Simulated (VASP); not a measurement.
# C (P6_3/mmc) in VASP: notebook, part 2 of 2

VASP 6.6.1.

## 4. Relaxation of cell and atoms, r2SCAN

This run uses another cell than the first one, of 5.67 Å³/atom.

Input file POSCAR:

```
C
1.0
    2.5220988435      0.0000000000      0.0000000000
   -1.2610494217      2.1842016693      0.0000000000
    0.0000000000      0.0000000000      8.2371000000
C
8
Direct
    0.0000000000      0.0000000000      0.0937500000
    0.0000000000      0.0000000000      0.5937500000
    0.0000000000      0.0000000000      0.4062500000
    0.0000000000      0.0000000000      0.9062500000
    0.3333333333      0.6666666667      0.1562500000
    0.6666666667      0.3333333333      0.6562500000
    0.3333333333      0.6666666667      0.3437500000
    0.6666666667      0.3333333333      0.8437500000
```

Input file INCAR.step1:

```
ALGO     = Normal         # electronic algorithm
EDIFF    = 1E-4           # SCF threshold, eV
ENCUT    = 600            # plane-wave cutoff, eV
GGA      = PE             # functional
ISMEAR   = 0              # smearing method
LASPH    = True           # aspherical terms in the spheres
LCHARG   = False          # write CHGCAR
LREAL    = False          # projectors in reciprocal space
LWAVE    = True           # write WAVECAR
NELM     = 100            # most SCF steps
PREC     = Accurate       # precision mode
SIGMA    = 0.02           # smearing width, eV
```

Input file INCAR.step2:

```
ALGO     = Normal         # electronic algorithm
EDIFF    = 1E-6           # SCF threshold, eV
EDIFFG   = -0.005         # ionic threshold
ENCUT    = 600            # plane-wave cutoff, eV
IBRION   = 2              # ionic algorithm
ISIF     = 3              # what is computed and relaxed
ISMEAR   = 0              # smearing method
ISTART   = 1            
LASPH    = True           # aspherical terms in the spheres
LCHARG   = False          # write CHGCAR
LMIXTAU  = True         
LREAL    = False          # projectors in reciprocal space
LWAVE    = False          # write WAVECAR
METAGGA  = R2SCAN         # meta-GGA
NELM     = 100            # most SCF steps
NSW      = 100            # ionic steps
PREC     = Accurate       # precision mode
SIGMA    = 0.02           # smearing width, eV
```

Input file KPOINTS:

```
k-points
0
Gamma
  12 12 4
```

Potentials or basis: VASP PAW PBE potentials, release 64 (C).

Run with:

```console
> cat potpaw_PBE.64/C/POTCAR > POTCAR
> cp INCAR.step1 INCAR
> mpirun -np 1 vasp_std > vasp.out
> cp INCAR.step2 INCAR
> mpirun -np 1 vasp_std > vasp.out
```

OUTCAR:

```text
EDIFF = 1E-6
   EDIFFG = -0.005
   ENCUT = 600
   IBRION = 2
   ISIF = 3
   ISMEAR = 0
   ISTART = 1
   LASPH = True
   LREAL = False
   METAGGA = R2SCAN
   NELM = 100
   NSW = 100
   PREC = Accurate

 ion  position               nearest neighbor table
   1  0.000  0.000  0.094-   4 1.54   5 1.54   5 1.54   5 1.54
   2  0.000  0.000  0.594-   3 1.54   6 1.54   6 1.54   6 1.54
   3  0.000  0.000  0.406-   2 1.54   7 1.54   7 1.54   7 1.54
   4  0.000  0.000  0.906-   1 1.54   8 1.54   8 1.54   8 1.54
   5  0.333  0.667  0.156-   7 1.54   1 1.54   1 1.54   1 1.54
   6  0.667  0.333  0.656-   8 1.54   2 1.54   2 1.54   2 1.54
   7  0.333  0.667  0.344-   5 1.54   3 1.54   3 1.54   3 1.54
   8  0.667  0.333  0.844-   6 1.54   4 1.54   4 1.54   4 1.54

  LATTYP: Found a hexagonal cell.
 ALAT       =     2.5220988435
 C/A-ratio  =     3.2659703331

  Lattice vectors:

 A1 = (   2.5220988435,   0.0000000000,   0.0000000000)
 A2 = (  -1.2610494217,   2.1842016693,   0.0000000000)
 A3 = (   0.0000000000,   0.0000000000,   8.2371000000)

Analysis of symmetry for initial positions (statically):
=====================================================================
 Subroutine PRICEL returns:
 Original cell was already a primitive cell.

 Routine SETGRP: Setting up the symmetry group for a
 hexagonal supercell.

 Subroutine GETGRP returns: Found 24 space group operations
 (whereof 12 operations were pure point group operations)
 out of a pool of 24 trial point group operations.

The static configuration has the point symmetry D_3d.
 The point group associated with its full space group is D_6h.

Analysis of symmetry for dynamics (positions and initial velocities):
=====================================================================
 Subroutine PRICEL returns:
 Original cell was already a primitive cell.

 Routine SETGRP: Setting up the symmetry group for a
 hexagonal supercell.

 Subroutine GETGRP returns: Found 24 space group operations
 (whereof 12 operations were pure point group operations)
 out of a pool of 24 trial point group operations.

The dynamic configuration has the point symmetry D_3d.
 The point group associated with its full space group is D_6h.

 Subroutine INISYM returns: Found 24 space group operations
[... 115 lines left out ...]
   ISIF   =      3    stress and relaxation
   ISYM   =      2    0-nonsym 1-usesym 2-fastsym
   POTIM  = 0.5000    time-step for ionic-motion
   TEBEG  =    0.0;   TEEND  =   0.0 temperature during run
   PSTRESS=    0.0 pullay stress
   NELECT =      32.0000    total number of electrons
   NUPDOWN=      -1.0000    fix difference up-down
   EMIN   =  10.00;   EMAX   =-10.00  energy-range for DOS
   EFERMI =   0.00;   METHOD = LEGACY
   ISMEAR =     0;   SIGMA  =   0.02  broadening in eV -4-tet -1-fermi 0-gaus
   EFERMI_NEDOS =   21; number of points for ismear=-14 and -15
   IALGO  =     38    algorithm
   IMIX   =      4    mixing-type and parameters
     AMIX     =   0.40;   BMIX     =  1.00
     AMIX_MAG =   1.60;   BMIX_MAG =  1.00
  volume/ion in A,a.u.               =       5.67        38.28
  Fermi-wavevector in a.u.,A,eV,Ry     =   1.457186  2.753683 28.890503  2.123392
  Thomas-Fermi vector in A             =   2.574017
   LORBIT       =      0    0 simple, 1 ext, 2 COOP (PROOUT), +10 PAW based schemes
   METAGGA = R2SCAN    functional components
   LHFCALC =     F    Hartree Fock is set to
   AEXX    =    0.0000 exact exchange contribution
   IVDW    =     0    specifies the selected vdW correction
   LEPSILON=     F    determine dielectric tensor
   LRPA    =     F    only Hartree local field effects (RPA)
 conjugate gradient relaxation of ions
 non-spin polarized calculation
 Gauss-broadening in eV      SIGMA  =   0.02
  energy-cutoff  :      600.00
  volume of cell :       45.38
 maximum number of plane-waves:      1534
   NGX = 11   NGY = 11   NGZ = 33

--------------------------------------- Ionic step        1  -------------------------------------------

 number of electron      31.9999998 magnetization

 Free energy of the ion-electron system (eV)
  ---------------------------------------------------
  ext. energy  EPLUGINS =         0.00000000
  ---------------------------------------------------
  free energy    TOTEN  =       -78.55155689 eV

  energy without entropy =      -78.55155689  energy(sigma->0) =      -78.55155689

 E-fermi :   9.9397     XC(G=0): -14.2543

 val. band max:        9.8568060994   @ k =   0.0000   0.0000   0.0000
 cond. band min:      14.4772163040   @ k =   0.4167   0.0000   0.0000
 fundamental gap:      4.6204102046
 Fermi energy:         9.9396853519

 k-point     1 :       0.0000    0.0000    0.0000
  band No.  band energies     occupation
      1     -12.9967      2.00000
      2     -11.2277      2.00000
      3     -11.1765      2.00000
      4      -7.0145      2.00000
      5      -4.3506      2.00000
      6       2.6971      2.00000
[... 860 lines left out ...]
--------------------------------------- Ionic step        8  -------------------------------------------

 number of electron      31.9999998 magnetization

 Free energy of the ion-electron system (eV)
  ---------------------------------------------------
  ext. energy  EPLUGINS =         0.00000000
  ---------------------------------------------------
  free energy    TOTEN  =       -78.57363525 eV

  energy without entropy =      -78.57363525  energy(sigma->0) =      -78.57363525

 E-fermi :  10.0202     XC(G=0): -14.2757

 val. band max:        9.9049595074   @ k =   0.0000   0.0000   0.0000
 cond. band min:      14.6777909564   @ k =   0.4167   0.0000   0.0000
 fundamental gap:      4.7728314490
 Fermi energy:        10.0201691766

 k-point     1 :       0.0000    0.0000    0.0000
  band No.  band energies     occupation
      1     -12.9951      2.00000
      2     -11.2790      2.00000
      3     -11.1664      2.00000
      4      -7.1394      2.00000
      5      -4.3297      2.00000
      6       2.6034      2.00000
[... 602 lines left out ...]
  FREE ENERGIE OF THE ION-ELECTRON SYSTEM (eV)
  ---------------------------------------------------
  free  energy   TOTEN  =       -78.5736352499 eV

  energy  without entropy=      -78.5736352499  energy(sigma->0) =      -78.57363525

 reached required accuracy - stopping structural energy minimisation
```

OUTCAR.step1:

```text
EDIFF = 1E-4
   ENCUT = 600
   GGA = PE
   ISMEAR = 0
[... 823 lines left out ...]
     -0.00000      1.45613      1.28705         0.000000     -0.000000     -0.319015
      1.26105      0.72807      5.40560         0.000000      0.000000     -0.319015
     -0.00000      1.45613      2.83150         0.000000     -0.000000      0.319015
      1.26105      0.72807      6.95005        -0.000000      0.000000      0.319015
 -----------------------------------------------------------------------------------
    total drift:                               -0.000000      0.000000      0.000000

  FREE ENERGIE OF THE ION-ELECTRON SYSTEM (eV)
  ---------------------------------------------------
  free  energy   TOTEN  =       -72.6672474753 eV

  energy  without entropy=      -72.6672474753  energy(sigma->0) =      -72.66724748
```

OSZICAR.step1:

```text
N       E                     dE             d eps       ncg     rms          rms(c)
DAV:   1     0.984032677332E+02    0.98403E+02   -0.18744E+04  2394   0.166E+03
DAV:   2    -0.696007319003E+02   -0.16800E+03   -0.15709E+03  3324   0.275E+02
DAV:   3    -0.751430226323E+02   -0.55423E+01   -0.55029E+01  2980   0.494E+01
DAV:   4    -0.752211366989E+02   -0.78114E-01   -0.77880E-01  3039   0.616E+00
DAV:   5    -0.752231214185E+02   -0.19847E-02   -0.19836E-02  2964   0.871E-01    0.110E+01
DAV:   6    -0.733070492921E+02    0.19161E+01   -0.13292E+00  2839   0.738E+00    0.659E+00
DAV:   7    -0.726634472827E+02    0.64360E+00   -0.16220E+00  2649   0.835E+00    0.140E+00
DAV:   8    -0.726669789393E+02   -0.35317E-02   -0.36248E-02  2942   0.127E+00    0.713E-02
DAV:   9    -0.726671683211E+02   -0.18938E-03   -0.60950E-04  2921   0.183E-01    0.309E-02
DAV:  10    -0.726672474753E+02   -0.79154E-04   -0.60206E-05  2012   0.680E-02
   1 F= -.72667247E+02 E0= -.72667247E+02  d E =-.386033E-17
```

Run time: 21 min. Hardware: 1 thread of Intel Xeon 8259CL, shared host; peak memory 0.2 GiB.

Results:

| Quantity | Value |
| --- | --- |
| Free energy | -78.5736 eV |
| Relaxed volume | 5.65 Å³/atom |
| Relaxed cell | a = 2.510 Å, b = 2.510 Å, c = 8.282 Å, α = 90.00°, β = 90.00°, γ = 120.00° |
| Space group after relaxing (to 0.1 Å) | P6_3/mmc (No. 194) |
| Energy gained by relaxing | 2.8 meV/atom |
| Ionic steps | 8 |
| Pressure after relaxing | 0.0 GPa |
| Band gap on the k mesh | 4.77 eV (least direct gap 5.54 eV) |

Forces on the atoms (eV/Å):
```
C    0.000  0.000  0.001
C    0.000  0.000  0.001
C    0.000  0.000 -0.001
C    0.000  0.000 -0.001
C    0.000  0.000 -0.003
C    0.000  0.000 -0.003
C    0.000  0.000  0.003
C    0.000  0.000  0.003
```

The path:
```tsv
step	energy change (eV)	largest force (eV/Å)	pressure (GPa)	volume (Å³)
1	0.0000	0.3604	-1.60	45.38
2	0.0189	0.5774	2.38	45.00
3	-0.0219	0.0390	-0.15	45.22
4	-0.0219	0.0304	-0.18	45.22
5	-0.0219	0.0496	0.15	45.19
6	-0.0221	0.0104	-0.01	45.21
7	-0.0221	0.0156	0.01	45.20
8	-0.0221	0.0028	0.00	45.20
```

Final structure:
```cif
data_structure
_symmetry_space_group_name_H-M 'P 1'
_symmetry_Int_Tables_number 1
_cell_length_a 2.5105
_cell_length_b 2.5105
_cell_length_c 8.2821
_cell_angle_alpha 90.000
_cell_angle_beta 90.000
_cell_angle_gamma 120.000
_cell_volume 45.20
loop_
_atom_site_label
_atom_site_type_symbol
_atom_site_fract_x
_atom_site_fract_y
_atom_site_fract_z
_atom_site_occupancy
C1 C 0.00000 0.00000 0.09294 1
C2 C 0.00000 0.00000 0.59294 1
C3 C 0.00000 0.00000 0.40706 1
C4 C 0.00000 0.00000 0.90706 1
C5 C 0.33333 0.66667 0.15552 1
C6 C 0.66667 0.33333 0.65552 1
C7 C 0.33333 0.66667 0.34448 1
C8 C 0.66667 0.33333 0.84448 1
```

Caveat: the PAW data sets were made with another functional, which shifts forces and pressure a little.

## 5. Relaxation of shape and atoms at fixed volume, r2SCAN (5.31 Å³/atom)

This run uses another cell than the first one, of 5.31 Å³/atom.

Input file POSCAR:

```
C
1.0
    2.4584999764      0.0000000000      0.0000000000
   -1.2292499882      2.1291234348      0.0000000000
    0.0000000000      0.0000000000      8.1119779788
C
8
Direct
    0.0000000000      0.0000000000      0.0929299815
    0.0000000000      0.0000000000      0.5929299815
    0.0000000000      0.0000000000      0.4070700185
    0.0000000000      0.0000000000      0.9070700185
    0.3333333333      0.6666666667      0.1555471064
    0.6666666667      0.3333333333      0.6555471064
    0.3333333333      0.6666666667      0.3444528936
    0.6666666667      0.3333333333      0.8444528936
```

Input file INCAR.step1:

```
PREC = Accurate ; ENCUT = 600
ISMEAR = 0 ; SIGMA = 0.02
LREAL = F ; LASPH = T
NELM = 100 ; GGA = PE
ALGO = Normal ; EDIFF = 1E-4
LWAVE = T ; LCHARG = F
```

Input file INCAR.step2:

```
PREC = Accurate ; ENCUT = 600
EDIFF = 1E-6 ; ISMEAR = 0
SIGMA = 0.02 ; LREAL = F
LASPH = T ; NELM = 100
ALGO = Normal ; ISIF = 4
LWAVE = F ; LCHARG = F
METAGGA = R2SCAN ; LMIXTAU = T
IBRION = 2 ; NSW = 50
EDIFFG = -0.01 ; ISTART = 1
```

Input file KPOINTS:

```
regular mesh
0
Gamma
  12 12 4
```

Run with:

```console
> cat potpaw_PBE.64/C/POTCAR > POTCAR
> cp INCAR.step1 INCAR
> mpirun -np 1 vasp_std > vasp.out
> cp INCAR.step2 INCAR
> mpirun -np 1 vasp_std > vasp.out
```

Run time: 8.5 min. Hardware: 1 thread of Oxide Virtual Turin-like, shared host; peak memory 0.16 GiB.

Results (log left out):

- Free energy: -78.2982 eV
- Energy gained by relaxing: 0.0 meV/atom
- Ionic steps: 3
- Pressure after relaxing: 31.8 GPa
- Largest force after relaxing: 0.006 eV/Å
- Band gap on the k mesh: 4.93 eV (least direct gap 5.66 eV)

Forces in eV/Å, atoms in the order of the input:
```
C    0.000  0.000  0.006
C    0.000  0.000  0.006
C    0.000  0.000 -0.006
C    0.000  0.000 -0.006
C    0.000  0.000  0.002
C    0.000  0.000  0.002
C    0.000  0.000 -0.002
C    0.000  0.000 -0.002
```

Stress tensor (GPa, compression positive):
```
31.73  0.00  0.00
 0.00 31.73  0.00
 0.00  0.00 31.82
```

Final structure:
```yaml
crystal:
  lattice:
    - [2.45849, 0.00000, 0.00000]
    - [-1.22925, 2.12912, 0.00000]
    - [0.00000, 0.00000, 8.11202]
  atoms:
    - { symbol: C, position: [0.00000, 0.00000, 0.09290] }
    - { symbol: C, position: [0.00000, 0.00000, 0.59290] }
    - { symbol: C, position: [0.00000, 0.00000, 0.40709] }
    - { symbol: C, position: [0.00000, 0.00000, 0.90709] }
    - { symbol: C, position: [0.33333, 0.66667, 0.15561] }
    - { symbol: C, position: [0.66667, 0.33333, 0.65561] }
    - { symbol: C, position: [0.33333, 0.66667, 0.34439] }
    - { symbol: C, position: [0.66667, 0.33333, 0.84439] }
```

Levels at points of the mesh, in eV from the valence-band top:
```tsv
k point	band 13	band 14	band 15	band 16	band 17	band 18	band 19	band 20
(0.00, 0.00, 0.00)	-1.97	-0.29	0.00	0.00	5.66	5.66	5.89	7.69
(0.50, 0.00, 0.00)	-5.58	-5.28	-4.18	-3.35	4.99	6.05	6.50	6.52
(0.00, 0.00, 0.50)	-0.75	-0.75	-0.75	-0.75	6.54	6.54	6.54	6.54
(0.50, 0.00, 0.50)	-5.33	-5.33	-4.15	-4.15	5.36	5.36	7.56	7.56
```

Caveat: the PAW data sets were made with another functional, which shifts forces and pressure a little.

## 6. Relaxation of shape and atoms at fixed volume, r2SCAN (5.48 Å³/atom)

This run uses another cell than the first one, of 5.48 Å³/atom.

Input file POSCAR:

```
C
1.0
    2.4844860371      0.0000000000      0.0000000000
   -1.2422430185      2.1516280234      0.0000000000
    0.0000000000      0.0000000000      8.1966792355
C
8
Direct
    0.0000000000      0.0000000000      0.0929334767
    0.0000000000      0.0000000000      0.5929334767
    0.0000000000      0.0000000000      0.4070665233
    0.0000000000      0.0000000000      0.9070665233
    0.3333333333      0.6666666667      0.1554962105
    0.6666666667      0.3333333333      0.6554962105
    0.3333333333      0.6666666667      0.3445037895
    0.6666666667      0.3333333333      0.8445037895
```

Input file INCAR.step1:

```
SYSTEM = C
PREC = Accurate ; ENCUT = 600
ISMEAR = 0 ; SIGMA = 0.02
LREAL = .FALSE. ; LASPH = .TRUE.
NELM = 80 ; GGA = PE
ALGO = Normal ; EDIFF = 1E-4
LWAVE = .TRUE. ; LCHARG = .FALSE.
```

Input file INCAR.step2:

```
SYSTEM = C
PREC = Accurate ; ENCUT = 600
EDIFF = 1E-6 ; ISMEAR = 0
SIGMA = 0.02 ; LREAL = .FALSE.
LASPH = .TRUE. ; NELM = 80
ALGO = Normal ; ISIF = 4
LWAVE = .FALSE. ; LCHARG = .FALSE.
METAGGA = R2SCAN ; LMIXTAU = .TRUE.
IBRION = 2 ; NSW = 50
EDIFFG = -0.01 ; ISTART = 1
```

Input file KPOINTS:

```
regular mesh
0
G
  12 12 4
  0 0 0
```

Potentials or basis: VASP PAW PBE potentials, release 64 (C).

Run with:

```console
> cat potpaw_PBE.64/C/POTCAR > POTCAR
> cp INCAR.step1 INCAR
> mpirun -np 1 vasp_std > vasp.out
> cp INCAR.step2 INCAR
> mpirun -np 1 vasp_std > vasp.out
```

Run time: 8.8 min. Hardware: 1 thread of Oxide Virtual Turin-like, shared host; peak memory 0.16 GiB.

Results (log left out):

| Quantity | Value |
| --- | --- |
| Free energy | -78.5021 eV |
| Energy gained by relaxing | 0.0 meV/atom |
| Ionic steps | 3 |
| Pressure after relaxing | 14.9 GPa |
| Largest force after relaxing | 0.007 eV/Å |
| Band gap on the k mesh | 4.85 eV (least direct gap 5.60 eV) |

Forces in eV/Å, atoms in the order of the input:
```
C    0.000  0.000  0.007
C    0.000  0.000  0.007
C    0.000  0.000 -0.007
C    0.000  0.000 -0.007
C    0.000  0.000  0.002
C    0.000  0.000  0.002
C    0.000  0.000 -0.002
C    0.000  0.000 -0.002
```

Final structure:
```
CELL_PARAMETERS angstrom
2.48447 0.00000 0.00000
-1.24223 2.15161 0.00000
0.00000 0.00000 8.19679
ATOMIC_POSITIONS crystal
C 0.00000 0.00000 0.09292
C 0.00000 0.00000 0.59292
C 0.00000 0.00000 0.40708
C 0.00000 0.00000 0.90708
C 0.33333 0.66667 0.15556
C 0.66667 0.33333 0.65556
C 0.33333 0.66667 0.34444
C 0.66667 0.33333 0.84444
```

Levels at points of the mesh, in eV from the valence-band top:
| k point | band 12 | band 13 | band 14 | band 15 | band 16 | band 17 | band 18 | band 19 | band 20 | band 21 |
| --- | --- | --- | --- | --- | --- | --- | --- | --- | --- | --- |
| (0.00, 0.00, 0.00) | -1.91 | -1.91 | -0.26 | 0.00 | 0.00 | 5.60 | 5.60 | 5.81 | 7.58 | 7.58 |
| (0.50, 0.00, 0.00) | -5.51 | -5.41 | -5.13 | -4.04 | -3.26 | 4.92 | 5.95 | 6.41 | 6.43 | 7.15 |
| (0.00, 0.00, 0.50) | -2.90 | -0.72 | -0.72 | -0.72 | -0.72 | 6.45 | 6.45 | 6.45 | 6.45 | 7.21 |
| (0.50, 0.00, 0.50) | -6.57 | -5.17 | -5.17 | -4.02 | -4.02 | 5.28 | 5.28 | 7.46 | 7.46 | 8.10 |

Caveat: the PAW data sets were made with another functional, which shifts forces and pressure a little.

## 7. Summary

```csv
task,cell,cutoff (eV),smearing,gap on the mesh (eV),pressure (GPa),largest force (eV/Å)
single point,"a = 2.510, b = 2.510, c = 8.280 Å, angles 90.0, 90.0, 120.0°, 8 atoms, atomic positions A",520,gaussian 0.02 eV,4.78,1.1,0.01
single point,"a = 2.510, b = 2.510, c = 8.280 Å, angles 90.0, 90.0, 120.0°, 8 atoms, atomic positions A",520,gaussian 0.05 eV,4.78,1.1,0.01
relaxation of cell and atoms,"relaxed from a = 2.522, b = 2.522, c = 8.237 Å, angles 90.0, 90.0, 120.0°, 8 atoms, atomic positions B",600,gaussian 0.02 eV,4.77,0.0,-
relaxation of shape and atoms at fixed volume,"relaxed from a = 2.458, b = 2.458, c = 8.112 Å, angles 90.0, 90.0, 120.0°, 8 atoms, atomic positions A",600,gaussian 0.02 eV,4.93,31.8,0.01
relaxation of shape and atoms at fixed volume,"relaxed from a = 2.484, b = 2.484, c = 8.197 Å, angles 90.0, 90.0, 120.0°, 8 atoms, atomic positions A",600,gaussian 0.02 eV,4.85,14.9,0.01
```

Alike in all rows: level r2SCAN; potentials or basis VASP PAW PBE potentials, release 64 (C); no spin polarisation; k mesh 12 × 12 × 4.

Caveats: the PAW data sets were made with another functional, which shifts forces and pressure a little.

Absolute energies hang on the potentials; compare differences alone.
